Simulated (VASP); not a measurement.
# MgS (Cm) in VASP: notebook

MgS is run at these levels: PBE; tasks: single point.

All numbers are computed with VASP 6.6.1; they aren't measurements. Logs are shortened: lines on timing, memory, paths and dates and some standing lists are left out, and cuts for length are marked.

### 1 The cell of the first run

Symmetry: Cm, No. 8, monoclinic system. The conventional cell has a = 6.695 Å, b = 4.029 Å, c = 4.029 Å, α = 90.00°, β = 121.68°, γ = 90.00°. Within 3.2 Å of Mg (site symmetry m) lie 4 S at 2.44 to 2.50 Å. S (site symmetry m) has 4 Mg at 2.44 to 2.50 Å within 3.2 Å.

### 2 Single point, PBE (shear of c along a, cell held: +9.0 %, then relaxed in part)

Contents of INCAR:

```
  ALGO = Normal
  EDIFF = 1E-6
  ENCUT = 520
  GGA = PE
  ISIF = 2
  ISMEAR = 0
  LASPH = T
  LCHARG = F
  LREAL = F
  LWAVE = F
  NBANDS = 16
  NELM = 60
  PREC = Accurate
  SIGMA = 0.02
```

Contents of KPOINTS:

```
k-points
0
Gamma
  6 6 4
```

Contents of POSCAR:

```
MgS
1.0
    2.8486069961      2.8486069961      0.0000000000
   -2.8486069961      2.8486069961      0.0000000000
    0.3625684783      0.3625684783      5.6972139921
Mg S
2 2
Direct
    0.0116435715      0.0000000000     -0.0010159079
    0.5116435715      0.5000000000      0.4989840921
    0.4883564285      0.0000000000      0.2510159079
   -0.0116435715      0.5000000000      0.7510159079
```

Potentials or basis: VASP PAW PBE potentials, release 64 (Mg, S).

Started as:

```
$ cat potpaw_PBE.64/Mg/POTCAR potpaw_PBE.64/S/POTCAR > POTCAR
$ mpirun -np 1 vasp_std > vasp.out
```

OUTCAR:

```text
EDIFF = 1E-6
   ENCUT = 520
   GGA = PE
   ISIF = 2
   ISMEAR = 0
   LASPH = T
   LREAL = F
   NELM = 60
   PREC = Accurate

 ion  position               nearest neighbor table
   1  0.012  0.000  0.999-   3 2.44   4 2.47   4 2.47   3 2.50
   2  0.512  0.500  0.499-   4 2.44   3 2.47   3 2.47   4 2.50
   3  0.488  0.000  0.251-   1 2.44   2 2.47   2 2.47   1 2.50
   4  0.988  0.500  0.751-   2 2.44   1 2.47   1 2.47   2 2.50

  LATTYP: Found a simple monoclinic cell.
 ALAT       =     4.0285386478
 B/A-ratio  =     1.0000000000
 C/A-ratio  =     1.4199295757
 COS(beta)  =    -0.0896376995

  Lattice vectors:

 A1 = (   2.8486069961,   2.8486069961,   0.0000000000)
 A2 = (   2.8486069961,  -2.8486069961,   0.0000000000)
 A3 = (  -0.3625684783,  -0.3625684783,  -5.6972139921)

Analysis of symmetry for initial positions (statically):
=====================================================================
 Subroutine PRICEL returns following result:

  LATTYP: Found a base centered monoclinic cell.
 ALAT       =     6.6947010610
 B/A-ratio  =     0.6017503412
 C/A-ratio  =     0.6017503412
 COS(beta)  =    -0.5251600268

  Lattice vectors:

 A1 = (  -2.6673227570,   0.1812842391,   2.8486069961)
 A2 = (   0.1812842391,  -2.6673227569,   2.8486069961)
 A3 = (   2.8486069961,   2.8486069961,  -0.0000000000)

   2 primitive cells build up your supercell.

 Routine SETGRP: Setting up the symmetry group for a
 simple monoclinic supercell.

 Subroutine GETGRP returns: Found  2 space group operations
 (whereof  2 operations were pure point group operations)
 out of a pool of  4 trial point group operations.

The static configuration has the point symmetry C_1h.

Analysis of symmetry for dynamics (positions and initial velocities):
=====================================================================
 Subroutine PRICEL returns following result:

  LATTYP: Found a base centered monoclinic cell.
 ALAT       =     6.6947010610
 B/A-ratio  =     0.6017503412
 C/A-ratio  =     0.6017503412
 COS(beta)  =    -0.5251600268

  Lattice vectors:

 A1 = (  -2.6673227570,   0.1812842391,   2.8486069961)
 A2 = (   0.1812842391,  -2.6673227569,   2.8486069961)
 A3 = (   2.8486069961,   2.8486069961,  -0.0000000000)

   2 primitive cells build up your supercell.

 Routine SETGRP: Setting up the symmetry group for a
 simple monoclinic supercell.

 Subroutine GETGRP returns: Found  2 space group operations
 (whereof  2 operations were pure point group operations)
 out of a pool of  4 trial point group operations.

The dynamic configuration has the point symmetry C_1h.

 Subroutine INISYM returns: Found  2 space group operations
 (whereof  2 operations are pure point group operations),
 and found     2 'primitive' translations

----------------------------------------------------------------------------------------

                                     Primitive cell

  volume of cell :      46.2304

  direct lattice vectors                    reciprocal lattice vectors
    -2.667322757  0.181284239  2.848606996    -0.175524388  0.175524388  0.175524388
     0.181284239 -2.667322757  2.848606996     0.175524388 -0.175524388  0.175524388
     2.848606996  2.848606996 -0.000000000     0.175524388  0.175524388  0.153183781

  length of vectors
     3.906665648  3.906665648  4.028538648     0.304017158  0.304017158  0.291689719

  position of ions in fractional coordinates (direct lattice)
     0.998984092  0.998984092  0.010627664
     0.251015908  0.251015908  0.739372336

  ion indices of the primitive-cell ions
   primitive index   ion index
                 1           1
                 2           3

----------------------------------------------------------------------------------------

 KPOINTS: k-points

Automatic generation of k-mesh.
 Grid dimensions read from file:
 generate k-points for:    6    6    4

 Generating k-lattice:

  Cartesian coordinates                     Fractional coordinates (reciprocal lattice)
     0.029254065  0.029254065 -0.003723435     0.166666667  0.000000000  0.000000000
    -0.029254065  0.029254065  0.000000000     0.000000000  0.166666667  0.000000000
     0.000000000  0.000000000  0.043881097     0.000000000  0.000000000  0.250000000

  Length of vectors
     0.041538712  0.041371495  0.043881097

  Shift w.r.t. Gamma in fractional coordinates (k-lattice)
     0.000000000  0.000000000  0.000000000

 Subroutine IBZKPT returns following result:
 ===========================================

 Found     56 irreducible k-points:

 Following reciprocal coordinates:
            Coordinates               Weight
  0.000000  0.000000  0.000000      1.000000
  0.166667  0.000000 -0.000000      2.000000
  0.333333  0.000000 -0.000000      2.000000
  0.500000  0.000000 -0.000000      1.000000
  0.000000  0.166667  0.000000      2.000000
  0.166667  0.166667 -0.000000      4.000000
[... 16 lines left out ...]
  0.000000  0.166667  0.250000      4.000000
  0.166667  0.166667  0.250000      4.000000
 [... further k-points ...]
   k-points           NKPTS =     56   k-points in BZ     NKDIM =     56   number of bands    NBANDS=     16
   number of dos      NEDOS =    301   number of ions     NIONS =      4
   total plane-waves  NPLWV =  43200
   dimension x,y,z NGX =    30 NGY =   30 NGZ =   48
   dimension x,y,z NGXF=    60 NGYF=   60 NGZF=   96
   ions per type =               2   2
   NGX,Y,Z   is equivalent  to a cutoff of  12.38, 12.38, 13.95 a.u.
   NGXF,Y,Z  is equivalent  to a cutoff of  24.76, 24.76, 27.90 a.u.
 SYSTEM =  unknown system
   PREC   = accura    normal or accurate (medium, high low for compatibility)
   ISTART =      0    job   : 0-new  1-cont  2-samecut
   ICHARG =      2    charge: 1-file 2-atom 10-const
   ISPIN  =      1    spin polarized calculation?
   LNONCOLLINEAR =      F non collinear calculations
   LSORBIT =      F    spin-orbit coupling
   LASPH  =      T    aspherical Exc in radial PAW
   ENCUT  =  520.0 eV  38.22 Ry    6.18 a.u.   7.49  7.49 10.64*2*pi/ulx,y,z
   NELM   =     60;   NELMIN=  2; NELMDL= -5     # of ELM steps
   EDIFF  = 0.1E-05   stopping-criterion for ELM
   LREAL  =      F    real-space projection
   EDIFFG = 0.1E-04   stopping-criterion for IOM
   NSW    =      0    number of steps for IOM
   IBRION =     -1    ionic relax: 0-MD 1-quasi-New 2-CG
   NFREE  =      0    steps in history (QN), initial steepest desc. (CG)
   ISIF   =      2    stress and relaxation
   ISYM   =      2    0-nonsym 1-usesym 2-fastsym
   POTIM  = 0.5000    time-step for ionic-motion
   TEBEG  =    0.0;   TEEND  =   0.0 temperature during run
   PSTRESS=    0.0 pullay stress
   NELECT =      16.0000    total number of electrons
   NUPDOWN=      -1.0000    fix difference up-down
   EMIN   =  10.00;   EMAX   =-10.00  energy-range for DOS
   EFERMI =   0.00;   METHOD = LEGACY
   ISMEAR =     0;   SIGMA  =   0.02  broadening in eV -4-tet -1-fermi 0-gaus
   EFERMI_NEDOS =   21; number of points for ismear=-14 and -15
   IALGO  =     38    algorithm
   IMIX   =      4    mixing-type and parameters
     AMIX     =   0.40;   BMIX     =  1.00
     AMIX_MAG =   1.60;   BMIX_MAG =  1.00
  volume/ion in A,a.u.               =      23.12       155.99
  Fermi-wavevector in a.u.,A,eV,Ry     =   0.912282  1.723962 11.323556  0.832258
  Thomas-Fermi vector in A             =   2.036659
   LORBIT       =      0    0 simple, 1 ext, 2 COOP (PROOUT), +10 PAW based schemes
   GGA     = PE    functional components
   LHFCALC =     F    Hartree Fock is set to
   AEXX    =    0.0000 exact exchange contribution
   IVDW    =     0    specifies the selected vdW correction
   LEPSILON=     F    determine dielectric tensor
   LRPA    =     F    only Hartree local field effects (RPA)
 non-spin polarized calculation
 Gauss-broadening in eV      SIGMA  =   0.02
  energy-cutoff  :      520.00
  volume of cell :       92.46
 maximum number of plane-waves:      2509
 NGX is ok and might be reduce to    30
   NGX = 15   NGY = 15   NGZ = 21

 number of electron      15.9999999 magnetization

 Free energy of the ion-electron system (eV)
  ---------------------------------------------------
  ext. energy  EPLUGINS =         0.00000000
  ---------------------------------------------------
  free energy    TOTEN  =       -16.87578610 eV

  energy without entropy =      -16.87578610  energy(sigma->0) =      -16.87578610

 E-fermi :   1.3194     XC(G=0):  -8.3242

 val. band max:        1.2210946822   @ k =   0.0000   0.0000   0.0000
 cond. band min:       4.2338896549   @ k =   0.0000   0.0000   0.0000
 fundamental gap:      3.0127949727
 Fermi energy:         1.3193744853

 k-point     1 :       0.0000    0.0000    0.0000
  band No.  band energies     occupation
      1     -10.2414      2.00000
      2      -9.3635      2.00000
      3      -1.7974      2.00000
      4      -0.0436      2.00000
      5      -0.0129      2.00000
      6       0.7242      2.00000
[... 8 lines left out ...]
     15      11.5889      0.00000
     16      11.7913      0.00000

 k-point     2 :       0.1667    0.0000   -0.0000
  band No.  band energies     occupation
      1     -10.1409      2.00000
      2      -9.3648      2.00000
      3      -1.6384      2.00000
      4      -0.4990      2.00000
      5       0.0573      2.00000
      6       0.1461      2.00000
[... 8 lines left out ...]
     15      10.7858      0.00000
     16      10.9116      0.00000

 k-point     3 :       0.3333    0.0000   -0.0000
  band No.  band energies     occupation
      1      -9.8845      2.00000
      2      -9.4162      2.00000
      3      -1.4009      2.00000
      4      -0.9554      2.00000
      5      -0.8689      2.00000
      6       0.3210      2.00000
[... 8 lines left out ...]
     15       9.8354      0.00000
     16      10.2558      0.00000
[... 362 lines left out ...]
 k-point    23 :       0.0000    0.1667    0.2500
  band No.  band energies     occupation
      1     -10.0381      2.00000
      2      -9.4904      2.00000
      3      -1.5361      2.00000
      4      -0.3556      2.00000
      5      -0.2104      2.00000
      6       0.1925      2.00000
[... 8 lines left out ...]
     15       9.6088      0.00000
     16      10.7420      0.00000

 k-point    24 :       0.1667    0.1667    0.2500
  band No.  band energies     occupation
      1      -9.9780      2.00000
      2      -9.4357      2.00000
      3      -1.4932      2.00000
      4      -0.6448      2.00000
      5      -0.3873      2.00000
      6       0.0461      2.00000
[... 8 lines left out ...]
     15       9.7477      0.00000
     16      10.5624      0.00000

 [... further k-points ...]

------------------------ aborting loop because EDIFF is reached ----------------------------------------

  FORCE on cell =-STRESS in cart. coord.  units (eV):
  Direction    XX          YY          ZZ          XY          YZ          ZX
  --------------------------------------------------------------------------------------
  -------------------------------------------------------------------------------------
  Total       -0.2626138     -0.2626138     -0.0240505     -0.1702799     -1.0892632     -1.0892632
  in kB       -4.5506190     -4.5506190     -0.4167523     -2.9506411    -18.8749503    -18.8749508
  external PRESSURE =      -3.1726634 kB  Pullay stress =       0.0000000 kB

 VOLUME and BASIS-vectors are now :
 -----------------------------------------------------------------------------
  energy-cutoff  :      520.00
  volume of cell :       92.46
      direct lattice vectors                 reciprocal lattice vectors
     2.848606996  2.848606996  0.000000000     0.175524388  0.175524388 -0.022340607
    -2.848606996  2.848606996  0.000000000    -0.175524388  0.175524388  0.000000000
     0.362568478  0.362568478  5.697213992     0.000000000  0.000000000  0.175524388

 POSITION                                       TOTAL-FORCE (eV/Angst)
 -----------------------------------------------------------------------------------
      0.39537      0.39537      5.69143        -0.000443     -0.000443     -0.000481
      0.21408      3.06269      2.84282        -0.000443     -0.000443     -0.000481
      1.48215      1.48215      1.43009         0.000443      0.000443      0.000481
      1.66343      4.51204      4.27870         0.000443      0.000443      0.000481
 -----------------------------------------------------------------------------------
    total drift:                                0.000165      0.000165     -0.000045

  FREE ENERGIE OF THE ION-ELECTRON SYSTEM (eV)
  ---------------------------------------------------
  free  energy   TOTEN  =       -16.8757861021 eV

  energy  without entropy=      -16.8757861021  energy(sigma->0) =      -16.87578610
```

It took 84 s on 1 thread of Intel Xeon 8259CL, shared host; peak memory 0.24 GiB.

Results:

- Free energy: -16.8758 eV
- Pressure: -0.3 GPa
- Band gap on the k mesh: 3.01 eV

Levels at points of the mesh, in eV from the valence-band top:
```csv
k point,band 4,band 5,band 6,band 7,band 8,band 9,band 10,band 11,band 12,band 13
"(0.00, 0.00, 0.00)",-1.26,-1.23,-0.50,-0.24,0.00,3.01,3.62,5.38,7.13,7.64
"(0.50, 0.00, 0.00)",-2.66,-1.58,-1.58,-0.59,-0.59,6.00,6.00,6.40,6.40,7.80
"(0.00, 0.50, 0.00)",-2.63,-1.61,-1.61,-0.59,-0.59,6.02,6.02,6.37,6.37,7.53
"(0.50, 0.50, 0.00)",-3.01,-1.52,-1.52,-0.99,-0.99,3.54,3.54,5.44,5.44,10.52
"(0.00, 0.00, 0.50)",-1.97,-0.80,-0.80,-0.80,-0.80,4.77,4.77,6.21,6.21,7.96
"(0.50, 0.00, 0.50)",-3.20,-0.84,-0.69,-0.44,-0.30,4.51,5.06,6.85,7.16,7.53
"(0.00, 0.50, 0.50)",-3.33,-0.68,-0.68,-0.43,-0.43,4.75,4.75,7.09,7.09,7.62
"(0.50, 0.50, 0.50)",-2.52,-2.04,-2.04,-1.52,-1.52,5.14,5.14,7.36,7.36,7.88
```

Caveat: the cell differs from its parent crystal (shear of c along a, cell held: +9.0 %, then relaxed in part).

### 3 Single point, PBE

Contents of INCAR:

```
SYSTEM = MgS
  PREC = Accurate
  ENCUT = 520
  EDIFF = 1E-7
  ISMEAR = 0
  SIGMA = 0.02
  LREAL = .FALSE.
  LASPH = .TRUE.
  NELM = 60
  ALGO = Normal
  ISIF = 2
  LWAVE = .FALSE.
  LCHARG = .TRUE.
  GGA = PE
  LELF = .TRUE.
  LVHAR = .TRUE.
  NBANDS = 16
```

Contents of KPOINTS:

```
Automatic mesh
0
G
  6 6 4
  0 0 0
```

POSCAR is that of step 2.

Potentials or basis: VASP PAW PBE potentials, release 64 (Mg, S).

Started as:

```
$ cat potpaw_PBE.64/Mg/POTCAR potpaw_PBE.64/S/POTCAR > POTCAR
$ mpirun -np 1 vasp_std > vasp.out
```

It took 94 s on 1 thread of Intel Xeon 8259CL, shared host; peak memory 0.24 GiB.

It converged, with:

```yaml
Free_energy: -16.8758 eV
Pressure: -0.3 GPa
Band_gap_on_the_k_mesh: 3.01 eV
```

Stress tensor (GPa, compression positive):
```
-0.44 -0.30 -1.89
-0.30 -0.44 -1.89
-1.89 -1.89 -0.03
```

Levels at points of the mesh, in eV from the valence-band top:
| k point | band 5 | band 6 | band 7 | band 8 | band 9 | band 10 | band 11 | band 12 |
| --- | --- | --- | --- | --- | --- | --- | --- | --- |
| (0.00, 0.00, 0.00) | -1.23 | -0.50 | -0.24 | 0.00 | 3.01 | 3.62 | 5.38 | 7.13 |
| (0.50, 0.00, 0.00) | -1.58 | -1.58 | -0.59 | -0.59 | 6.00 | 6.00 | 6.40 | 6.40 |
| (0.00, 0.50, 0.00) | -1.61 | -1.61 | -0.59 | -0.59 | 6.02 | 6.02 | 6.37 | 6.37 |
| (0.50, 0.50, 0.00) | -1.52 | -1.52 | -0.99 | -0.99 | 3.54 | 3.54 | 5.44 | 5.44 |
| (0.00, 0.00, 0.50) | -0.80 | -0.80 | -0.80 | -0.80 | 4.77 | 4.77 | 6.21 | 6.21 |
| (0.50, 0.00, 0.50) | -0.84 | -0.69 | -0.44 | -0.30 | 4.51 | 5.06 | 6.85 | 7.16 |
| (0.00, 0.50, 0.50) | -0.68 | -0.68 | -0.43 | -0.43 | 4.75 | 4.75 | 7.09 | 7.09 |
| (0.50, 0.50, 0.50) | -2.04 | -2.04 | -1.52 | -1.52 | 5.14 | 5.14 | 7.36 | 7.36 |
